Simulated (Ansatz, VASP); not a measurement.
# Two plane-wave programs on AgCl

File INCAR:

```
  PREC = Accurate
  ENCUT = 520
  EDIFF = 1E-6
  ISMEAR = 0
  SIGMA = 0.05
  LREAL = F
  LASPH = T
  NELM = 80
  ALGO = Normal
  ISIF = 2
  LWAVE = F
  LCHARG = T
  GGA = PE
  LELF = T
  LVHAR = T
  NBANDS = 16
```

Contents of KPOINTS:

```
regular mesh
0
Gamma
  8 8 8
```

Contents of POSCAR:

```
AgCl
1.0
    0.0000000000      2.8060228508      2.8060228508
    2.8060228508      0.0000000000      2.8060228508
    2.8060228508      2.8060228508      0.0000000000
Ag Cl
1 1
Direct
    0.4775480680      0.5224519320      0.5224519320
    0.0683173339     -0.0683173339     -0.0683173339
```

Input for Ansatz:

```yaml
crystal:
  lattice:
    - [0.0, 2.8060228508, 2.8060228508]
    - [2.8060228508, 0.0, 2.8060228508]
    - [2.8060228508, 2.8060228508, 0.0]
  atoms:
    - { symbol: Ag, position: [0.477548068, 0.522451932, 0.522451932] }
    - { symbol: Cl, position: [0.0683173339, -0.0683173339, -0.0683173339] }
basis:
  ecutwfc: 420
kpoints:
  mp_grid: { grid: [8, 8, 8] }
hamiltonian:
  xc: pbe
scf:
  occupations: { method: gaussian, width: 0.05 }
output:
  forces: true
  stress: true
  eigenvalues: true
```

Change from the starting cell: mode 4 frozen in at -0.383 Å and mode 5 at +0.000 Å (largest displacements).

Alike in both runs: task single point; functional PBE; k mesh 8 × 8 × 8; occupations gaussian, width 0.05 eV; no spin polarisation.

|  | VASP | Ansatz |
| --- | --- | --- |
| version | VASP 6.6.1 | Ansatz 0.2.0 |
| potentials or method | VASP PAW PBE potentials, release 64 (Ag, Cl), cutoff 520 eV | scalar-relativistic, plane waves, PAW |
| valence electrons in the cell | 18 | 26 |

|  | VASP | Ansatz | Ansatz less VASP |
| --- | --- | --- | --- |
| gap on the k mesh at the Fermi level (eV) | 1.21 | 1.21 | +0.004 |
| least direct gap on the mesh (eV) | 1.66 | 1.67 | +0.003 |
| pressure (GPa) | 4.9 | 5.0 | +0.15 |
| traceless stress, the component that is largest in VASP (GPa) | 9.24 | 9.29 | +0.056 |
| rms of the force components (eV/Å) | 0.925 | 0.932 | +0.0072 |

Atom by atom the forces differ by 0.007 eV/Å (rms over components). The functional is the same, so the differences come from potentials, cutoffs and numerics. VASP's potentials hold 18 valence electrons a cell and Ansatz's 26, so a difference there can come from the potentials and not from the codes.
